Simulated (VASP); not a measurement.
Set up this calculation in VASP 6.6.1, as the native input.

```
Task                   : single point
Functional             : PBE
Potentials or basis    : VASP PAW PBE potentials, release 64 (Sc_sv, Al, P)
Cutoff                 : 520 eV
k mesh                 : 8 × 8 × 8
Occupations            : gaussian, width 0.1 eV
Spin                   : no spin polarisation
Dipole correction      : no
Further INCAR settings : ALGO = Normal; EDIFF = 1e-06; NBANDS = 28
```

The structure of Sc3AlP lies in POSCAR:

```
Sc3AlP
1.0
    5.0070586279      0.0000000000      0.0000000000
    0.0000000000      5.0070586279      0.0000000000
    0.0000000000      0.0000000000      5.0070586279
Sc Al P
3 1 1
Direct
    0.5000000000      0.5000000000      0.0000000000
    0.0000000000      0.5000000000      0.5000000000
    0.5000000000      0.0000000000      0.5000000000
    0.5000000000      0.5000000000      0.5000000000
    0.0000000000      0.0000000000      0.0000000000
```

One way to write it, as run:

INCAR

```
SYSTEM = Sc3AlP
  ALGO = Normal
  EDIFF = 1E-6
  ENCUT = 520
  GGA = PE
  ISIF = 2
  ISMEAR = 0
  LASPH = .TRUE.
  LCHARG = .FALSE.
  LREAL = .FALSE.
  LWAVE = .FALSE.
  NBANDS = 28
  NELM = 100
  PREC = Accurate
  SIGMA = 0.1
```

KPOINTS

```
k-points
0
G
  8 8 8
  0 0 0
```

Potentials or basis: VASP PAW PBE potentials, release 64 (Sc_sv, Al, P).

The run is started by

```console
$ cat potpaw_PBE.64/Sc_sv/POTCAR potpaw_PBE.64/Al/POTCAR potpaw_PBE.64/P/POTCAR > POTCAR
$ mpirun -np 1 vasp_std > vasp.out
```

Results of the run:

```
Pressure : 0.1 GPa
```

Wall time 2.1 min on 1 thread of Intel(R) Xeon(R) Platinum 8259CL CPU @ 2.50GHz (Skylake/Cascade Lake) (shared host), peak memory 0.3 GiB.
